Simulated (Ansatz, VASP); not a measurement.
**Si4Sn in VASP and in Ansatz**

```
Si Sn
1.0
     1.46458    0.84558   11.95825
    -1.46458    0.84558   11.95825
     0.00000   -1.69115   11.95825
Si Sn
4 1
Cartesian
  0.0000 0.0000 14.3499
  0.0000 0.0000 21.5249
  0.0000 0.0000 7.1750
  0.0000 0.0000 28.6998
  0.0000 0.0000 0.0000
```

Alike in both runs: task single point; functional PBE; k mesh 6 × 6 × 6; occupations gaussian, width 0.1 eV; no spin polarisation.

```csv
,VASP,Ansatz
version,VASP 6.6.1,Ansatz 0.2.0
potentials or method,"VASP PAW PBE potentials, release 64 (Si, Sn_d), cutoff 500 eV","scalar-relativistic, plane waves, PAW"
valence electrons in the cell,30,30
```

Ansatz gave:

| Property | Result |
| --- | --- |
| gap on the k mesh at the Fermi level (eV) | none |
| pressure (GPa) | 1.5 |
| traceless stress, the component that is largest in VASP (GPa) | -2.34 |
| rms of the force components (eV/Å) | 0.546 |

**Question.** What did VASP give for the same quantities?

**Answer.** gap on the k mesh at the Fermi level (eV): none; pressure (GPa): 1.5; traceless stress, the component that is largest in VASP (GPa): -2.35; rms of the force components (eV/Å): 0.546.

Atom by atom the forces differ by 0.000 eV/Å (rms over components). A gap of «none» marks a metal or a gap that the smearing closes. The functional is the same, so the differences come from potentials, cutoffs and numerics.

The k mesh is coarse, so the values compare programs but aren't converged.
